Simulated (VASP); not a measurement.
Runs of VASP 6.6.1 on HfN. The structure is that of space group F-43m (No. 216), or close to it. The cells are those of the table. 

```csv
cell,smearing,gap on the mesh (eV),pressure (GPa)
"a = 3.338 Å, angles 60.0°, 2 atoms",gaussian 0.15 eV,none,21.8
"a = 3.390, b = 3.390, c = 3.442 Å, angles 59.5, 59.5, 61.0°, 2 atoms",gaussian 0.15 eV,none,5.8
"a = 3.494, b = 3.494, c = 3.442 Å, angles 60.5, 60.5, 59.0°, 2 atoms",gaussian 0.15 eV,none,(a)
"a = 3.390, b = 3.390, c = 3.338 Å, angles 60.5, 60.5, 59.0°, 2 atoms",gaussian 0.15 eV,none,13.3
"a = 3.443, b = 3.443, c = 3.338 Å, angles 61.0, 61.0, 58.0°, 2 atoms",methfessel-paxton 0.15 eV,none,5.8
"a = 3.443, b = 3.443, c = 3.338 Å, angles 61.0, 61.0, 58.0°, 2 atoms",gaussian 0.15 eV,none,5.8
```

Alike in all rows: task single point; level PBEsol; potentials or basis VASP PAW PBE potentials, release 64 (Hf_pv, N); no spin polarisation; k mesh 22 × 22 × 22; cutoff (eV) 520.

Q: Estimate the missing entries.

A: (a) -6.6.

Caveats: the PAW data sets were made with another functional, which shifts forces and pressure a little; spin-orbit coupling is left out, which moves the levels of the heavy elements; an odd number of electrons without spin polarisation forces a metal; a magnetic or distorted state may lie lower; the cell stands under pressure (at least some runs); the stress differs along the axes, from -1 to 9 GPa (at least some runs); the cell stands under tension (at least some runs).

A k mesh can miss the band edges, and the runs leave out spin-orbit coupling on Hf.

A gap of «none» marks levels without a gap at the run's occupations.
